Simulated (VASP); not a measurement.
**SrCl2: single point with PBE-based screened hybrid with 35 % exact exchange**

The system is SrCl2.

```
CELL_PARAMETERS angstrom
0.00000 3.48835 3.48835
3.48835 0.00000 3.48835
3.48835 3.48835 0.00000
ATOMIC_POSITIONS crystal
Sr 0.00000 0.00000 0.00000
Cl 0.75000 0.75000 0.75000
Cl 0.25000 0.25000 0.25000
```

```json
{
  "Program": "VASP 6.6.1",
  "Task": "single point",
  "Functional": "PBE-based screened hybrid with 35 % exact exchange",
  "Potentials or basis": "VASP PAW PBE potentials, release 64 (Sr_sv, Cl)",
  "Cutoff": "520 eV",
  "k mesh": "4 × 4 × 4",
  "Occupations": "fermi-dirac, width 0.05 eV",
  "Spin": "no spin polarisation"
}
```

```
Pressure               : 0.3 GPa
Band gap on the k mesh : 7.14 eV (least direct gap 7.34 eV)
```

Levels at points of the mesh, in eV from the valence-band top:
```csv
k point,band 9,band 10,band 11,band 12,band 13,band 14,band 15,band 16
"(0.00, 0.00, 0.00)",-2.34,-0.38,-0.38,-0.38,7.14,8.10,8.10,10.92
"(0.50, 0.00, 0.00)",-1.62,-1.44,-1.17,-1.17,8.79,8.79,9.61,9.73
"(0.50, 0.50, 0.00)",-2.10,-0.43,-0.43,0.00,7.34,9.17,9.84,10.25
```

Run time: 11 min on 1 thread of Intel(R) Xeon(R) Platinum 8559C (Emerald Rapids), with other jobs on the host, peak memory 0.34 GiB.

Caveat: the PAW data sets were made with another functional, which shifts forces and pressure a little. A k mesh can miss the band edges.
